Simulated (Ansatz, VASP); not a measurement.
TiN: VASP beside Ansatz

```xyz
2
Lattice="0.0000 2.0352 2.0352 2.0352 0.0000 2.0352 2.0352 2.0352 0.0000" Properties=species:S:1:pos:R:3 pbc="T T T"
Ti    0.0000    0.0000    0.0000
N     2.0352    2.0352    2.0352
```

Change from the starting cell: volume scaled by 0.88, LAPW.

Alike in both runs: task single point; functional PBE; k mesh 15 × 15 × 15; occupations fermi-dirac, width 0.1 eV; no spin polarisation.

```csv
,VASP,Ansatz
version,VASP 6.6.1,Ansatz 0.2.0
potentials or method,"VASP PAW PBE potentials, release 64 (Ti_sv, N), cutoff 520 eV","all-electron LAPW, scalar-relativistic"
```

```tsv
	VASP	Ansatz	Ansatz less VASP
pressure (GPa)	46.8	46.3	-0.47
```

Both programs put the cell under a high pressure, so it lies far from rest at this level. Ansatz ran all-electron here, and VASP with PAW potentials.
